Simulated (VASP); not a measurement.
# Lu (Im-3m) in VASP: a series of runs, part 2 of 2

VASP 6.6.1. The steps go on from the part before.

## 3. Single point, r2SCAN

This run uses another cell than the first one, of 28.31 Å³/atom.

Input file POSCAR:

```
Lu
1.0
   -1.9198968194      1.9198968194      1.9198968194
    1.9198968194     -1.9198968194      1.9198968194
    1.9198968194      1.9198968194     -1.9198968194
Lu
1
Direct
    0.0000000000      0.0000000000      0.0000000000
```

Input file INCAR.step1:

```
PREC     = Accurate       # precision mode
ENCUT    = 520            # plane-wave cutoff, eV
ISMEAR   = -1             # smearing method
SIGMA    = 0.05           # smearing width, eV
LREAL    = F              # projectors in reciprocal space
LASPH    = T              # aspherical terms in the spheres
NELM     = 100            # most SCF steps
NBANDS   = 18             # bands
GGA      = PE             # functional
ALGO     = Normal         # electronic algorithm
EDIFF    = 1E-4           # SCF threshold, eV
LWAVE    = T              # write WAVECAR
LCHARG   = F              # write CHGCAR
```

Input file INCAR.step2:

```
PREC     = Accurate       # precision mode
ENCUT    = 520            # plane-wave cutoff, eV
EDIFF    = 1E-7           # SCF threshold, eV
ISMEAR   = -1             # smearing method
SIGMA    = 0.05           # smearing width, eV
LREAL    = F              # projectors in reciprocal space
LASPH    = T              # aspherical terms in the spheres
NELM     = 100            # most SCF steps
ALGO     = Normal         # electronic algorithm
ISIF     = 2              # what is computed and relaxed
LWAVE    = F              # write WAVECAR
LCHARG   = F              # write CHGCAR
METAGGA  = R2SCAN         # meta-GGA
LMIXTAU  = T            
NBANDS   = 18             # bands
ISTART   = 1
```

Input file KPOINTS:

```
regular mesh
0
Gamma
  10 10 10
```

Potentials or basis: VASP PAW PBE potentials, release 64 (Lu).

Run with:

```
cat potpaw_PBE.64/Lu/POTCAR > POTCAR
cp INCAR.step1 INCAR
mpirun -np 1 vasp_std > vasp.out
cp INCAR.step2 INCAR
mpirun -np 1 vasp_std > vasp.out
```

OUTCAR:

```text
PREC = Accurate
   ENCUT = 520
   EDIFF = 1E-7
   ISMEAR = -1
   LREAL = F
   LASPH = T
   NELM = 100
   ISIF = 2
   METAGGA = R2SCAN
   ISTART = 1

 ion  position               nearest neighbor table
   1  0.000  0.000  0.000-

  LATTYP: Found a body centered cubic cell.
 ALAT       =     3.8397936388

  Lattice vectors:

 A1 = (  -1.9198968194,   1.9198968194,   1.9198968194)
 A2 = (   1.9198968194,  -1.9198968194,   1.9198968194)
 A3 = (   1.9198968194,   1.9198968194,  -1.9198968194)

Analysis of symmetry for initial positions (statically):
=====================================================================
 Subroutine PRICEL returns:
 Original cell was already a primitive cell.

 Routine SETGRP: Setting up the symmetry group for a
 body centered cubic supercell.

 Subroutine GETGRP returns: Found 48 space group operations
 (whereof 48 operations were pure point group operations)
 out of a pool of 48 trial point group operations.

The static configuration has the point symmetry O_h .

Analysis of symmetry for dynamics (positions and initial velocities):
=====================================================================
 Subroutine PRICEL returns:
 Original cell was already a primitive cell.

 Routine SETGRP: Setting up the symmetry group for a
 body centered cubic supercell.

 Subroutine GETGRP returns: Found 48 space group operations
 (whereof 48 operations were pure point group operations)
 out of a pool of 48 trial point group operations.

The dynamic configuration has the point symmetry O_h .

 Subroutine INISYM returns: Found 48 space group operations
 (whereof 48 operations are pure point group operations),
 and found     1 'primitive' translations

----------------------------------------------------------------------------------------

                                     Primitive cell

  volume of cell :      28.3070

  direct lattice vectors                    reciprocal lattice vectors
    -1.919896819  1.919896819  1.919896819     0.000000000  0.260430662  0.260430662
     1.919896819 -1.919896819  1.919896819     0.260430662  0.000000000  0.260430662
     1.919896819  1.919896819 -1.919896819     0.260430662  0.260430662  0.000000000

  length of vectors
     3.325358836  3.325358836  3.325358836     0.368304575  0.368304575  0.368304575

  position of ions in fractional coordinates (direct lattice)
     0.000000000  0.000000000  0.000000000

  ion indices of the primitive-cell ions
   primitive index   ion index
                 1           1

----------------------------------------------------------------------------------------

 KPOINTS: regular mesh

Automatic generation of k-mesh.
 Grid dimensions read from file:
 generate k-points for:   10   10   10

 Generating k-lattice:

  Cartesian coordinates                     Fractional coordinates (reciprocal lattice)
     0.000000000  0.026043066  0.026043066     0.100000000  0.000000000  0.000000000
     0.026043066  0.000000000  0.026043066     0.000000000  0.100000000  0.000000000
     0.026043066  0.026043066  0.000000000     0.000000000  0.000000000  0.100000000

  Length of vectors
     0.036830457  0.036830457  0.036830457

  Shift w.r.t. Gamma in fractional coordinates (k-lattice)
     0.000000000  0.000000000  0.000000000

 Subroutine IBZKPT returns following result:
 ===========================================

 Found     47 irreducible k-points:

 Following reciprocal coordinates:
            Coordinates               Weight
  0.000000  0.000000  0.000000      1.000000
  0.100000  0.000000  0.000000     12.000000
  0.200000  0.000000  0.000000     12.000000
  0.300000  0.000000  0.000000     12.000000
  0.400000  0.000000  0.000000     12.000000
  0.500000  0.000000  0.000000      6.000000
[... 16 lines left out ...]
  0.300000  0.300000  0.100000      8.000000
 -0.300000  0.300000  0.100000     24.000000
 [... further k-points ...]
   k-points           NKPTS =     47   k-points in BZ     NKDIM =     47   number of bands    NBANDS=     18
   number of dos      NEDOS =    301   number of ions     NIONS =      1
   total plane-waves  NPLWV =  21952
   dimension x,y,z NGX =    28 NGY =   28 NGZ =   28
   dimension x,y,z NGXF=    56 NGYF=   56 NGZF=   56
   ions per type =               1
   NGX,Y,Z   is equivalent  to a cutoff of  14.00, 14.00, 14.00 a.u.
   NGXF,Y,Z  is equivalent  to a cutoff of  28.00, 28.00, 28.00 a.u.
 SYSTEM =  unknown system
   PREC   = accura    normal or accurate (medium, high low for compatibility)
   ISTART =      1    job   : 0-new  1-cont  2-samecut
   ICHARG =      0    charge: 1-file 2-atom 10-const
   ISPIN  =      1    spin polarized calculation?
   LNONCOLLINEAR =      F non collinear calculations
   LSORBIT =      F    spin-orbit coupling
   LASPH  =      T    aspherical Exc in radial PAW
   ENCUT  =  520.0 eV  38.22 Ry    6.18 a.u.   6.18  6.18  6.18*2*pi/ulx,y,z
   NELM   =    100;   NELMIN=  2; NELMDL=  0     # of ELM steps
   EDIFF  = 0.1E-06   stopping-criterion for ELM
   LREAL  =      F    real-space projection
   EDIFFG = 0.1E-05   stopping-criterion for IOM
   NSW    =      0    number of steps for IOM
   IBRION =     -1    ionic relax: 0-MD 1-quasi-New 2-CG
   NFREE  =      0    steps in history (QN), initial steepest desc. (CG)
   ISIF   =      2    stress and relaxation
   ISYM   =      2    0-nonsym 1-usesym 2-fastsym
   POTIM  = 0.5000    time-step for ionic-motion
   TEBEG  =    0.0;   TEEND  =   0.0 temperature during run
   PSTRESS=    0.0 pullay stress
   NELECT =      25.0000    total number of electrons
   NUPDOWN=      -1.0000    fix difference up-down
   EMIN   =  10.00;   EMAX   =-10.00  energy-range for DOS
   EFERMI =   0.00;   METHOD = LEGACY
   ISMEAR =    -1;   SIGMA  =   0.05  broadening in eV -4-tet -1-fermi 0-gaus
   EFERMI_NEDOS =   21; number of points for ismear=-14 and -15
   IALGO  =     38    algorithm
   IMIX   =      4    mixing-type and parameters
     AMIX     =   0.40;   BMIX     =  1.00
     AMIX_MAG =   1.60;   BMIX_MAG =  1.00
  volume/ion in A,a.u.               =      28.31       191.02
  Fermi-wavevector in a.u.,A,eV,Ry     =   1.570689  2.968172 33.566455  2.467065
  Thomas-Fermi vector in A             =   2.672385
   LORBIT       =      0    0 simple, 1 ext, 2 COOP (PROOUT), +10 PAW based schemes
   METAGGA = R2SCAN    functional components
   LHFCALC =     F    Hartree Fock is set to
   AEXX    =    0.0000 exact exchange contribution
   IVDW    =     0    specifies the selected vdW correction
   LEPSILON=     F    determine dielectric tensor
   LRPA    =     F    only Hartree local field effects (RPA)
 non-spin polarized calculation
  energy-cutoff  :      520.00
  volume of cell :       28.31
 maximum number of plane-waves:       772
 NGX is ok and might be reduce to    28
   NGX = 13   NGY = 13   NGZ = 13

 number of electron      24.9999999 magnetization

 Free energy of the ion-electron system (eV)
  ---------------------------------------------------
  ext. energy  EPLUGINS =         0.00000000
  ---------------------------------------------------
  free energy    TOTEN  =       -37.94468164 eV

  energy without entropy =      -37.92969588  energy(sigma->0) =      -37.93718876

 E-fermi :   2.4534     XC(G=0): -11.7476

 val. band max:        2.4350944360   @ k =   0.4000   0.2000   0.0000
 cond. band min:       2.4748843220   @ k =   0.2000   0.2000   0.1000
 fundamental gap:      0.0397898861
 Fermi energy:         2.4534311667

 k-point     1 :       0.0000    0.0000    0.0000
  band No.  band energies     occupation
      1     -55.6097      2.00000
      2     -25.3484      2.00000
      3     -25.3484      2.00000
      4     -25.3484      2.00000
      5      -4.0583      2.00000
      6      -2.8767      2.00000
[... 10 lines left out ...]
     17       7.1766      0.00000
     18      14.7393      0.00000

 k-point     2 :       0.1000    0.0000    0.0000
  band No.  band energies     occupation
      1     -55.6060      2.00000
      2     -25.4040      2.00000
      3     -25.3655      2.00000
      4     -25.3487      2.00000
      5      -3.7461      2.00000
      6      -2.8739      2.00000
[... 10 lines left out ...]
     17       7.1736      0.00000
     18      15.0340      0.00000
[... 442 lines left out ...]
 k-point    24 :      -0.3000    0.3000    0.1000
  band No.  band energies     occupation
      1     -55.5812      2.00000
      2     -25.7091      2.00000
      3     -25.4838      2.00000
      4     -25.3911      2.00000
      5      -2.8617      2.00000
      6      -2.8357      2.00000
[... 10 lines left out ...]
     17       7.9499      0.00000
     18      13.4180      0.00000

 [... further k-points ...]
[... 5 lines left out ...]
  --------------------------------------------------------------------------------------
  -------------------------------------------------------------------------------------
  Total        0.3936153      0.3936153      0.3936153      0.0000000      0.0000000      0.0000000
  in kB       22.2786496     22.2786496     22.2786496      0.0000000      0.0000000      0.0000000
  external PRESSURE =      22.2786496 kB  Pullay stress =       0.0000000 kB

 VOLUME and BASIS-vectors are now :
 -----------------------------------------------------------------------------
  energy-cutoff  :      520.00
  volume of cell :       28.31
      direct lattice vectors                 reciprocal lattice vectors
    -1.919896819  1.919896819  1.919896819     0.000000000  0.260430662  0.260430662
     1.919896819 -1.919896819  1.919896819     0.260430662  0.000000000  0.260430662
     1.919896819  1.919896819 -1.919896819     0.260430662  0.260430662  0.000000000

 POSITION                                       TOTAL-FORCE (eV/Angst)
 -----------------------------------------------------------------------------------
      0.00000      0.00000      0.00000         0.000000      0.000000     -0.000000
 -----------------------------------------------------------------------------------
    total drift:                               -0.000000     -0.000000     -0.000000

  FREE ENERGIE OF THE ION-ELECTRON SYSTEM (eV)
  ---------------------------------------------------
  free  energy   TOTEN  =       -37.9446816430 eV

  energy  without entropy=      -37.9296958817  energy(sigma->0) =      -37.93718876
```

Wall time 73 s (1 thread of Intel Xeon Platinum 8488C (Sapphire Rapids), shared host); peak memory 0.19 GiB.

Results:

```
Free energy            : -37.9447 eV
Pressure               : 2.2 GPa
Band gap on the k mesh : zero (an odd number of electrons rules out a gap without spin polarisation)
```

Levels at points of the mesh, in eV from the Fermi level:
| k point | band 9 | band 10 | band 11 | band 12 | band 13 | band 14 | band 15 | band 16 |
| --- | --- | --- | --- | --- | --- | --- | --- | --- |
| (0.00, 0.00, 0.00) | -5.23 | -5.23 | -5.23 | -5.21 | 2.49 | 2.49 | 2.49 | 4.72 |
| (0.50, 0.00, 0.00) | -5.24 | -5.23 | -5.22 | -2.63 | 0.42 | 0.55 | 4.59 | 5.56 |
| (0.50, 0.50, 0.50) | -5.22 | -5.22 | -5.22 | -1.74 | -1.74 | 6.24 | 6.24 | 6.24 |

Caveat: the PAW data sets were made with another functional, which shifts forces and pressure a little; spin-orbit coupling is left out, which moves the levels of the heavy elements.

## 4. Single point, r2SCAN

This run uses another cell than the first one, of 29.49 Å³/atom.

Input file POSCAR:

```
Lu
1.0
   -1.9463323812      1.9463323812      1.9463323812
    1.9463323812     -1.9463323812      1.9463323812
    1.9463323812      1.9463323812     -1.9463323812
Lu
1
Direct
    0.0000000000      0.0000000000      0.0000000000
```

Input file INCAR.step1:

```
SYSTEM = Lu
ALGO     = Normal         ! electronic algorithm
EDIFF    = 1E-4           ! SCF threshold, eV
ENCUT    = 520            ! plane-wave cutoff, eV
GGA      = PE             ! functional
ISMEAR   = -1             ! smearing method
LASPH    = .True.         ! aspherical terms in the spheres
LCHARG   = .False.        ! write CHGCAR
LREAL    = .False.        ! projectors in reciprocal space
LWAVE    = .True.         ! write WAVECAR
NBANDS   = 18             ! bands
NELM     = 100            ! most SCF steps
PREC     = Accurate       ! precision mode
SIGMA    = 0.05           ! smearing width, eV
```

Input file INCAR.step2:

```
SYSTEM = Lu
ALGO     = Normal         ! electronic algorithm
EDIFF    = 1E-7           ! SCF threshold, eV
ENCUT    = 520            ! plane-wave cutoff, eV
ISIF     = 2              ! what is computed and relaxed
ISMEAR   = -1             ! smearing method
ISTART   = 1            
LASPH    = .True.         ! aspherical terms in the spheres
LCHARG   = .False.        ! write CHGCAR
LMIXTAU  = .True.       
LREAL    = .False.        ! projectors in reciprocal space
LWAVE    = .False.        ! write WAVECAR
METAGGA  = R2SCAN         ! meta-GGA
NBANDS   = 18             ! bands
NELM     = 100            ! most SCF steps
PREC     = Accurate       ! precision mode
SIGMA    = 0.05           ! smearing width, eV
```

Input file KPOINTS:

```
k-points
0
Gamma
  10 10 10
  0 0 0
```

Run with:

```
cat potpaw_PBE.64/Lu/POTCAR > POTCAR
cp INCAR.step1 INCAR
mpirun -np 1 vasp_std > vasp.out
cp INCAR.step2 INCAR
mpirun -np 1 vasp_std > vasp.out
```

Run time: 84 s. Hardware: 1 thread of Intel Xeon Platinum 8488C (Sapphire Rapids), shared host; peak memory 0.19 GiB.

The run converged. Its results:

- Free energy: -37.9548 eV
- Pressure: 0.1 GPa
- Band gap on the k mesh: zero (an odd number of electrons rules out a gap without spin polarisation)

Levels at points of the mesh, in eV from the Fermi level:
```tsv
k point	band 10	band 11	band 12	band 13	band 14	band 15
(0.00, 0.00, 0.00)	-5.30	-5.30	-5.28	2.45	2.45	2.45
(0.50, 0.00, 0.00)	-5.31	-5.29	-2.54	0.30	0.59	4.44
(0.50, 0.50, 0.50)	-5.30	-5.30	-1.60	-1.60	5.96	5.96
```

Caveat: the PAW data sets were made with another functional, which shifts forces and pressure a little; spin-orbit coupling is left out, which moves the levels of the heavy elements.

## 5. Overview

```tsv
cell	gap on the mesh (eV)	pressure (GPa)
a = 3.266 Å, angles 109.5°, 1 atom	none	5.4
a = 3.325 Å, angles 109.5°, 1 atom	none	2.2
a = 3.371 Å, angles 109.5°, 1 atom	none	0.1
```

Alike in all rows: task single point; level r2SCAN; potentials or basis VASP PAW PBE potentials, release 64 (Lu); no spin polarisation; k mesh 10 × 10 × 10; cutoff (eV) 520; smearing fermi-dirac 0.05 eV.

Caveats: the PAW data sets were made with another functional, which shifts forces and pressure a little; spin-orbit coupling is left out, which moves the levels of the heavy elements; the cell stands under pressure (at least some runs).

Total energies depend on the potentials used, so only differences within one code and one set of settings carry meaning.

The gap in the log of VASP goes by the Fermi energy; the results here count the filled bands.